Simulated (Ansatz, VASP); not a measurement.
# Se in VASP and in Ansatz

```
Se
1.0
     4.08406    0.00000    0.00000
    -2.04203    3.53690    0.00000
     0.00000    0.00000    5.35911
Se
3
Cartesian
  1.0102 0.0000 1.7864
  -0.5051 0.8748 3.5727
  1.5369 2.6621 0.0000
```

Alike in both runs: task single point; functional PBE; dispersion D3(BJ); k mesh 12 × 12 × 8; occupations gaussian, width 0.05 eV; no spin polarisation.

```csv
,VASP,Ansatz
version,VASP 6.6.1,Ansatz 0.2.0
potentials or method,"VASP PAW PBE potentials, release 64 (Se), cutoff 520 eV","scalar-relativistic, plane waves, PAW"
valence electrons in the cell,18,48
```

VASP gave:

* gap on the k mesh at the Fermi level (eV): 0.24
* least direct gap on the mesh (eV): 0.24
* pressure (GPa): -3.7
* traceless stress, the component that is largest in VASP (GPa): -2.18
* rms of the force components (eV/Å): 0.196

**Question.** What did Ansatz give for the same quantities?

**Answer.** gap on the k mesh at the Fermi level (eV): 0.25; least direct gap on the mesh (eV): 0.25; pressure (GPa): -3.7; traceless stress, the component that is largest in VASP (GPa): -2.21; rms of the force components (eV/Å): 0.204.

Atom by atom the forces differ by 0.008 eV/Å (rms over components). VASP's potentials hold 18 valence electrons a cell and Ansatz's 48, so a difference there can come from the potentials and not from the codes.
